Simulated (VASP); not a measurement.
# HPbNO4 (P1) in VASP: a series of runs

The runs below take HPbNO4 through single point, with PBE.

Everything below comes from runs of VASP 6.6.1. Logs are shortened: lines on timing, memory, paths and dates and some standing lists are left out, and cuts for length are marked.

**1. The cell of the first run**

The typed cell holds 14 atoms: a = 4.204 Å, b = 6.729 Å, c = 7.681 Å, α = 100.58°, β = 91.20°, γ = 107.71°.

**2. Single point, PBE**

Contents of INCAR:

```
PREC = Accurate
ENCUT = 600
EDIFF = 1E-6
ISMEAR = 0
SIGMA = 0.1
LREAL = F
LASPH = T
NELM = 120
ALGO = Normal
ISIF = 2
LWAVE = F
LCHARG = T
GGA = PE
LELF = T
LVHAR = T
NBANDS = 57
GGA_COMPAT = F
```

Contents of KPOINTS:

```
regular mesh
0
Gamma
  4 2 2
```

Contents of POSCAR:

```
HPbNO4
1.0
    4.1992333042      0.1111690396      0.1681686480
   -1.7608518629     -1.2525922712     -6.3726651046
   -0.3672270435      7.6714740269      0.0831938986
H Pb N O
2 2 2 8
Direct
    0.2324622607      0.3720358011      0.3410097914
    0.7324622607      0.3720358011      0.8410097914
    0.6086204753      0.1164824469      0.4643600121
    0.1086204753      0.1164824469      0.9643600121
    0.4010009402      0.6982942222      0.1443062805
    0.9010009402      0.6982942222      0.6443062805
    0.1563618580      0.2159481009      0.3252802579
    0.6563618580      0.2159481009      0.8252802579
    0.4988439522      0.8870519024      0.1119015513
    0.9988439522      0.8870519024      0.6119015513
    0.3289203791      0.5414366806      0.0178812235
    0.8289203791      0.5414366806      0.5178812235
    0.3804274393      0.6772490357      0.3031640584
    0.8804274393      0.6772490357      0.8031640584
```

Potentials or basis: VASP PAW PBE potentials, release 64 (H, Pb_d, N, O).

Launch:

```bash
$ cat potpaw_PBE.64/H/POTCAR potpaw_PBE.64/Pb_d/POTCAR potpaw_PBE.64/N/POTCAR potpaw_PBE.64/O/POTCAR > POTCAR
$ mpirun -np 1 vasp_std > vasp.out
```

OUTCAR:

```text
PREC = Accurate
   ENCUT = 600
   EDIFF = 1E-6
   ISMEAR = 0
   LREAL = F
   LASPH = T
   NELM = 120
   ISIF = 2
   GGA = PE

 ion  position               nearest neighbor table
   1  0.232  0.372  0.341-   7 0.98
   2  0.732  0.372  0.841-   8 0.98
   3  0.609  0.116  0.464-   7 2.48   7 2.51  12 2.67   8 2.72   9 2.81  13 2.84  10 2.91  10 2.93

   4  0.109  0.116  0.964-   8 2.48   8 2.51  11 2.67   7 2.72  10 2.81  14 2.84   9 2.91   9 2.93

   5  0.401  0.698  0.144-  11 1.25  13 1.26   9 1.28
   6  0.901  0.698  0.644-  12 1.25  14 1.26  10 1.28
   7  0.156  0.216  0.325-   1 0.98   3 2.48   3 2.51   4 2.72
   8  0.656  0.216  0.825-   2 0.98   4 2.48   4 2.51   3 2.72
   9  0.499  0.887  0.112-   5 1.28   3 2.81   4 2.91   4 2.93
  10  0.999  0.887  0.612-   6 1.28   4 2.81   3 2.91   3 2.93
  11  0.329  0.541  0.018-   5 1.25   4 2.67
  12  0.829  0.541  0.518-   6 1.25   3 2.67
  13  0.380  0.677  0.303-   5 1.26   3 2.84
  14  0.880  0.677  0.803-   6 1.26   4 2.84
[... 11 lines left out ...]
 A1 = (  -6.3273122106,   6.3077127161,  -6.4576398540)
 A2 = (   0.3103025349,   5.2774585241, -12.4939676626)
 A3 = (  -4.1992333042,  -0.1111690396,  -0.1681686480)

Analysis of symmetry for initial positions (statically):
=====================================================================
 Subroutine PRICEL returns following result:

  LATTYP: Found a triclinic cell.
 ALAT       =     4.4163897110
 B/A-ratio  =     0.9519244640
 C/A-ratio  =     1.5359146595
 COS(alpha) =     0.0037060466
 COS(beta)  =     0.3300026770
 COS(gamma) =     0.4941465907

  Lattice vectors:

 A1 = (   2.2832301739,  -3.7801524937,   0.0424873747)
 A2 = (   4.1992333042,   0.1111690396,   0.1681686480)
 A3 = (  -0.1551512674,  -2.6387292620,   6.2469838313)

   2 primitive cells build up your supercell.

 Routine SETGRP: Setting up the symmetry group for a
 triclinic supercell.

 Subroutine GETGRP returns: Found  1 space group operations
 (whereof  1 operations were pure point group operations)
 out of a pool of  2 trial point group operations.

The static configuration has the point symmetry C_1 .

Analysis of symmetry for dynamics (positions and initial velocities):
=====================================================================
 Subroutine PRICEL returns following result:

  LATTYP: Found a triclinic cell.
 ALAT       =     4.4163897110
 B/A-ratio  =     0.9519244640
 C/A-ratio  =     1.5359146595
[... 130 lines left out ...]
   EFERMI =   0.00;   METHOD = LEGACY
   ISMEAR =     0;   SIGMA  =   0.10  broadening in eV -4-tet -1-fermi 0-gaus
   EFERMI_NEDOS =   21; number of points for ismear=-14 and -15
   IALGO  =     38    algorithm
   IMIX   =      4    mixing-type and parameters
     AMIX     =   0.40;   BMIX     =  1.00
     AMIX_MAG =   1.60;   BMIX_MAG =  1.00
  volume/ion in A,a.u.               =      14.48        97.75
  Fermi-wavevector in a.u.,A,eV,Ry     =   1.239444  2.342209 20.901547  1.536220
  Thomas-Fermi vector in A             =   2.373927
   LORBIT       =      0    0 simple, 1 ext, 2 COOP (PROOUT), +10 PAW based schemes
   GGA     = PE    functional components
   LHFCALC =     F    Hartree Fock is set to
   AEXX    =    0.0000 exact exchange contribution
   IVDW    =     0    specifies the selected vdW correction
   LEPSILON=     F    determine dielectric tensor
   LRPA    =     F    only Hartree local field effects (RPA)
 non-spin polarized calculation
 Gauss-broadening in eV      SIGMA  =   0.10
  energy-cutoff  :      600.00
  volume of cell :      202.78
 maximum number of plane-waves:      6789
 NGX is ok and might be reduce to    36
   NGX = 17   NGY = 27   NGZ = 31

 number of electron      87.9999996 magnetization

 Free energy of the ion-electron system (eV)
  ---------------------------------------------------
  ext. energy  EPLUGINS =         0.00000000
  ---------------------------------------------------
  free energy    TOTEN  =       -80.89113694 eV

  energy without entropy =      -80.89113694  energy(sigma->0) =      -80.89113694

 E-fermi :   1.3582     XC(G=0):  -8.6159

 val. band max:        0.9138886130   @ k =   0.2500   0.5000   0.0000
 cond. band min:       3.7146993598   @ k =   0.2500   0.5000   0.0000
 fundamental gap:      2.8008107468
 Fermi energy:         1.3582281501

 k-point     1 :       0.0000    0.0000    0.0000
  band No.  band energies     occupation
      1     -25.0510      2.00000
      2     -25.0057      2.00000
      3     -19.7568      2.00000
      4     -19.6422      2.00000
      5     -19.3337      2.00000
      6     -19.3145      2.00000
[... 697 lines left out ...]
     55       9.7337      0.00000
     56       9.8959      0.00000
 [bands above 56 left out]

------------------------ aborting loop because EDIFF is reached ----------------------------------------

  FORCE on cell =-STRESS in cart. coord.  units (eV):
  Direction    XX          YY          ZZ          XY          YZ          ZX
  --------------------------------------------------------------------------------------
  -------------------------------------------------------------------------------------
  Total       -0.3842816      1.0543123      1.0729528     -0.0658553     -0.1212872     -0.0409764
  in kB       -3.0362207      8.3301529      8.4774319     -0.5203246     -0.9582939     -0.3237560
  external PRESSURE =       4.5904547 kB  Pullay stress =       0.0000000 kB

 VOLUME and BASIS-vectors are now :
 -----------------------------------------------------------------------------
  energy-cutoff  :      600.00
  volume of cell :      202.78
      direct lattice vectors                 reciprocal lattice vectors
     4.199233304  0.111169040  0.168168648     0.240572684  0.012263029 -0.068883807
    -1.760851863 -1.252592271 -6.372665105     0.006316440  0.002027345 -0.159064023
    -0.367227044  7.671474027  0.083193899    -0.002454849  0.130506362 -0.024973639

 POSITION                                       TOTAL-FORCE (eV/Angst)
 -----------------------------------------------------------------------------------
      0.19584      2.17588     -2.30340         0.002808     -0.007523     -0.106443
      2.11184      6.06720     -2.17772         0.002808     -0.007523     -0.106443
      2.18011      3.48408     -0.60132         0.001907      0.006363      0.000678
     -0.10312      7.26423     -0.64381         0.001907      0.006363      0.000678
      0.40131      0.27694     -4.37055         0.006993     -0.046516     -0.078563
      2.31731      4.16826     -4.24487         0.006993     -0.046516     -0.078563
      0.15690      2.24227     -1.32281        -0.003052      0.004666      0.096465
      2.07290      6.13359     -1.19713        -0.003052      0.004666      0.096465
      0.49170     -0.19721     -5.55969         0.022422     -0.113529     -0.289864
      2.40770      3.69411     -5.43400         0.022422     -0.113529     -0.289864
      0.42126     -0.50446     -3.39359         0.002543     -0.252105      0.330851
      2.33726      3.38686     -3.26791         0.002543     -0.252105      0.330851
      0.29364      1.51969     -4.22668        -0.033621      0.408643      0.046877
      2.20964      5.41101     -4.10100        -0.033621      0.408643      0.046877
 -----------------------------------------------------------------------------------
    total drift:                                0.000539     -0.000231      0.001444

  FREE ENERGIE OF THE ION-ELECTRON SYSTEM (eV)
  ---------------------------------------------------
  free  energy   TOTEN  =       -80.8911369438 eV

  energy  without entropy=      -80.8911369438  energy(sigma->0) =      -80.89113694
```

OSZICAR:

```text
N       E                     dE             d eps       ncg     rms          rms(c)
DAV:   1     0.114562777422E+04    0.11456E+04   -0.46017E+04  1368   0.180E+03
DAV:   2     0.106749636172E+03   -0.10389E+04   -0.97561E+03  1472   0.479E+02
DAV:   3    -0.777611812798E+02   -0.18451E+03   -0.17721E+03  1600   0.218E+02
DAV:   4    -0.902764544219E+02   -0.12515E+02   -0.12308E+02  1760   0.609E+01
DAV:   5    -0.908387331161E+02   -0.56228E+00   -0.56126E+00  1936   0.121E+01    0.209E+01
DAV:   6    -0.809835380487E+02    0.98552E+01   -0.37548E+01  1967   0.328E+01    0.827E+00
DAV:   7    -0.809935421352E+02   -0.10004E-01   -0.45202E+00  1571   0.102E+01    0.510E+00
DAV:   8    -0.809378854429E+02    0.55657E-01   -0.12382E+00  1759   0.576E+00    0.170E+00
DAV:   9    -0.808846336369E+02    0.53252E-01   -0.22069E-01  1800   0.312E+00    0.486E-01
DAV:  10    -0.808898812817E+02   -0.52476E-02   -0.51216E-02  1831   0.109E+00    0.287E-01
DAV:  11    -0.808906345032E+02   -0.75322E-03   -0.45648E-03  1904   0.478E-01    0.878E-02
DAV:  12    -0.808910699103E+02   -0.43541E-03   -0.74628E-04  1663   0.147E-01    0.294E-02
DAV:  13    -0.808911279570E+02   -0.58047E-04   -0.88393E-05  1704   0.543E-02    0.139E-02
DAV:  14    -0.808911345001E+02   -0.65432E-05   -0.13173E-05  1623   0.197E-02    0.713E-03
DAV:  15    -0.808911367672E+02   -0.22671E-05   -0.38610E-06  1360   0.109E-02    0.271E-03
DAV:  16    -0.808911369438E+02   -0.17664E-06   -0.72155E-07  1191   0.621E-03
   1 F= -.80891137E+02 E0= -.80891137E+02  d E =-.204039E-10
```

It took 2.5 min on 1 thread of Intel Xeon Platinum 8488C (Sapphire Rapids), shared host; peak memory 0.43 GiB.

What came out:

```
Free energy            : -80.8911 eV
Pressure               : 0.5 GPa
Largest force          : 0.416 eV/Å
Band gap on the k mesh : 2.80 eV
```

Forces on the atoms (eV/Å):
```
H    0.003 -0.008 -0.106
H    0.003 -0.008 -0.106
Pb   0.002  0.006  0.001
Pb   0.002  0.006  0.001
N    0.007 -0.047 -0.079
N    0.007 -0.047 -0.079
O   -0.003  0.005  0.096
O   -0.003  0.005  0.096
O    0.022 -0.114 -0.290
O    0.022 -0.114 -0.290
O    0.003 -0.252  0.331
O    0.003 -0.252  0.331
O   -0.034  0.409  0.047
O   -0.034  0.409  0.047
```

Caveat: the k points lie up to 0.50 Å⁻¹ apart; the standard files for N, O and F lose accuracy on very short bonds; spin-orbit coupling is left out, which moves the levels of the heavy elements.

**3. Single point, PBE**

Contents of INCAR:

```
SYSTEM = HPbNO4
ALGO = Normal ; EDIFF = 1E-6
ENCUT = 600 ; GGA = PE
GGA_COMPAT = .FALSE. ; ISIF = 2
ISMEAR = 0 ; LASPH = .TRUE.
LCHARG = .FALSE. ; LREAL = .FALSE.
LWAVE = .FALSE. ; NBANDS = 57
NELM = 120 ; PREC = Accurate
SIGMA = 0.1
```

Contents of KPOINTS:

```
k-points
0
G
  4 2 2
  0 0 0
```

Contents of POSCAR:

```
HPbNO4
1.0
    4.1982350753      0.0898223339      0.1718692742
   -1.7606253431     -1.2366926540     -6.3731454390
   -0.4054883756      7.6708317028      0.0752397878
H Pb N O
2 2 2 8
Direct
    0.2311237004      0.3722836160      0.3401471910
    0.7324847826      0.3717853015      0.8406621796
    0.6080528606      0.1169682063      0.4643235402
    0.1087656992      0.1162928403      0.9643970974
    0.4017413548      0.6979711915      0.1446004883
    0.9010493381      0.6985627639      0.6444203435
    0.1549971899      0.2162083110      0.3249818472
    0.6563055939      0.2156799897      0.8250914582
    0.5021296594      0.8869168217      0.1124923307
    0.9988370249      0.8874919729      0.6122217479
    0.3358617683      0.5413499163      0.0185003363
    0.8291778280      0.5420496999      0.5179624451
    0.3721900242      0.6765290534      0.3029171505
    0.8805577857      0.6769066952      0.8030881941
```

Potentials or basis: VASP PAW PBE potentials, release 64 (H, Pb_d, N, O).

Launch:

```bash
$ cat potpaw_PBE.64/H/POTCAR potpaw_PBE.64/Pb_d/POTCAR potpaw_PBE.64/N/POTCAR potpaw_PBE.64/O/POTCAR > POTCAR
$ mpirun -np 1 vasp_std > vasp.out
```

Wall time 2.3 min (1 thread of Intel Xeon Platinum 8488C (Sapphire Rapids), shared host); peak memory 0.43 GiB.

It converged, with:

- Free energy: -80.8902 eV
- Pressure: 0.5 GPa
- Largest force: 0.421 eV/Å
- Band gap on the k mesh: 2.80 eV

Forces on the atoms (eV/Å):
```
H    0.002 -0.006 -0.111
H    0.003 -0.006 -0.108
Pb   0.001  0.005  0.006
Pb   0.002  0.009  0.003
N    0.000 -0.035 -0.079
N    0.021 -0.046 -0.064
O   -0.003  0.005  0.097
O   -0.002  0.001  0.091
O    0.028 -0.123 -0.291
O    0.018 -0.115 -0.297
O    0.019 -0.257  0.330
O   -0.001 -0.253  0.337
O   -0.048  0.410  0.044
O   -0.039  0.411  0.042
```

Stress tensor (GPa, compression positive):
```
-0.29 -0.05 -0.05
-0.05  0.86 -0.07
-0.05 -0.07  0.85
```

Levels at points of the mesh, in eV from the valence-band top:
```tsv
k point	band 41	band 42	band 43	band 44	band 45	band 46	band 47	band 48
(0.00, 0.00, 0.00)	-1.36	-0.73	-0.65	-0.10	2.94	3.54	4.05	4.31
(0.50, 0.00, 0.00)	-0.65	-0.64	-0.16	-0.16	3.08	3.10	4.52	4.53
(0.00, 0.50, 0.00)	-1.30	-0.91	-0.44	-0.21	2.96	3.44	3.77	3.86
(0.50, 0.50, 0.00)	-0.65	-0.65	-0.15	-0.15	3.05	3.06	4.56	4.57
(0.00, 0.00, 0.50)	-0.83	-0.83	-0.49	-0.48	3.25	3.25	4.19	4.19
(0.50, 0.00, 0.50)	-0.67	-0.62	-0.33	-0.23	3.10	3.18	4.11	4.52
(0.00, 0.50, 0.50)	-0.68	-0.68	-0.58	-0.58	3.21	3.21	4.12	4.13
(0.50, 0.50, 0.50)	-0.77	-0.57	-0.27	-0.26	3.00	3.23	4.08	4.60
```

Caveat: the k points lie up to 0.50 Å⁻¹ apart; the standard files for N, O and F lose accuracy on very short bonds; spin-orbit coupling is left out, which moves the levels of the heavy elements. A k mesh can miss the band edges.
